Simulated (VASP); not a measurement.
Rh, 1 atom in the cell. Symmetry: Fm-3m, No. 225, cubic system. Conventional cell: a = 3.802 Å, b = 3.802 Å, c = 3.802 Å, α = 90.00°, β = 90.00°, γ = 90.00°. Rh (site symmetry m-3m) has 12 Rh at 2.69 Å within 3.5 Å. 

| Quantity | Value |
| --- | --- |
| Program | VASP 6.6.1 |
| Task | single point |
| Functional | r2SCAN |
| Potentials or basis | VASP PAW PBE potentials, release 64 (Rh_sv_GW) |
| Cutoff | 580 eV |
| k mesh | 14 × 14 × 14 |
| Occupations | gaussian, width 1 eV |
| Spin | no spin polarisation |
| Dipole correction | no |
| Second run | valence_matched |
| Further INCAR settings | ALGO = Normal; EDIFF = 1e-06; NBANDS = 14 |

Potentials or basis: VASP PAW PBE potentials, release 64 (Rh_sv_GW).

The run is started by

```sh
$ cat potpaw_PBE.64/Rh_sv_GW/POTCAR > POTCAR
$ cp INCAR.step1 INCAR
$ mpirun -np 1 vasp_std > vasp.out
$ cp INCAR.step2 INCAR
$ mpirun -np 1 vasp_std > vasp.out
```

Hardware: 1 thread of AMD EPYC 7R13 Processor (Zen 3), with other jobs on the host.

**Question.** Estimate the wall time of this run.

**Answer.** Run time: 93 s on 1 thread of AMD EPYC 7R13 Processor (Zen 3) (shared host), peak memory 0.14 GiB. Counts: k points 104.
